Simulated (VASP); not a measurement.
MgO, 12 atoms in the cell. It takes space group Pmm2 (No. 25, orthorhombic). The conventional cell has a = 5.634 Å, b = 5.634 Å, c = 5.634 Å, α = 90.00°, β = 90.00°, γ = 90.00°. Within 2.6 Å of Mg (site symmetry m) lie 4 O at 1.99 to 2.00 Å. Within 2.6 Å of Mg (site symmetry m) lie 4 O at 1.96 to 2.03 Å. Within 2.5 Å of Mg (site symmetry mm2) lie 4 O at 1.90 to 2.05 Å. Mg (site symmetry mm2) has 4 O at 1.93 to 2.09 Å within 2.6 Å. O (site symmetry m) has 4 Mg at 1.90 to 2.09 Å within 2.5 Å. Within 2.6 Å of O (site symmetry m) lie 4 Mg at 1.93 to 2.05 Å. Within 2.6 Å of O (site symmetry mm2) lie 4 Mg at 1.96 to 1.99 Å. Within 2.6 Å of O (site symmetry mm2) lie 4 Mg at 2.00 to 2.03 Å.  This cell differs from its parent crystal: mode 14 frozen in at -0.030 Å and mode 24 at -0.056 Å (largest displacements).

- Program: VASP 6.6.1
- Task: single point
- Functional: PBE
- Potentials or basis: VASP PAW PBE potentials, release 64 (Mg, O)
- Cutoff: 520 eV
- k mesh: 4 × 4 × 4
- Occupations: gaussian, width 0.05 eV
- Spin: no spin polarisation
- Dipole correction: no
- Further INCAR settings: ALGO = Normal; EDIFF = 1e-06; NBANDS = 36

Potentials or basis: VASP PAW PBE potentials, release 64 (Mg, O).

Command:

```bash
$ cat potpaw_PBE.64/Mg/POTCAR potpaw_PBE.64/O/POTCAR > POTCAR
$ mpirun -np 1 vasp_std > vasp.out
```

Hardware: 1 thread of AMD EPYC 7R13 Processor (Zen 3), with other jobs on the host.

**Question.** Estimate the wall time of this run.

**Answer.** Wall time 4.3 min on 1 thread of AMD EPYC 7R13 Processor (Zen 3), with other jobs on the host, peak memory 0.29 GiB. Counts: scf iterations 15, k points 27.
